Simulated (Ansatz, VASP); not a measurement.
**Y2AlN3 in VASP and in Ansatz**

```
Y Al N
1.0
     2.33371    1.34737    5.28001
    -2.33371    1.34737    5.28001
     0.00000   -2.69474    5.28001
Y Al N
2 1 3
Cartesian
  0.0000 0.0000 3.9472
  0.0000 0.0000 11.8929
  0.0000 0.0000 0.0000
  0.0000 1.3474 5.2800
  -1.1669 -0.6737 5.2800
  1.1669 -0.6737 5.2800
```

Alike in both runs: task single point; functional PBE; k mesh 6 × 6 × 6; occupations gaussian, width 0.1 eV; no spin polarisation.

|  | VASP | Ansatz |
| --- | --- | --- |
| version | VASP 6.6.1 | Ansatz 0.2.0 |
| potentials or method | VASP PAW PBE potentials, release 64 (Y_sv, Al, N), cutoff 520 eV | scalar-relativistic, plane waves, PAW |
| valence electrons in the cell | 40 | 40 |

Ansatz gave:

```
gap on the k mesh at the Fermi level (eV) : none
rms of the force components (eV/Å)        : 4.180
```

Task: Which values does VASP return?

Result: gap on the k mesh at the Fermi level (eV): none; rms of the force components (eV/Å): 4.174.

Atom by atom the forces differ by 0.006 eV/Å (rms over components). A gap of «none» marks a metal or a gap that the smearing closes.
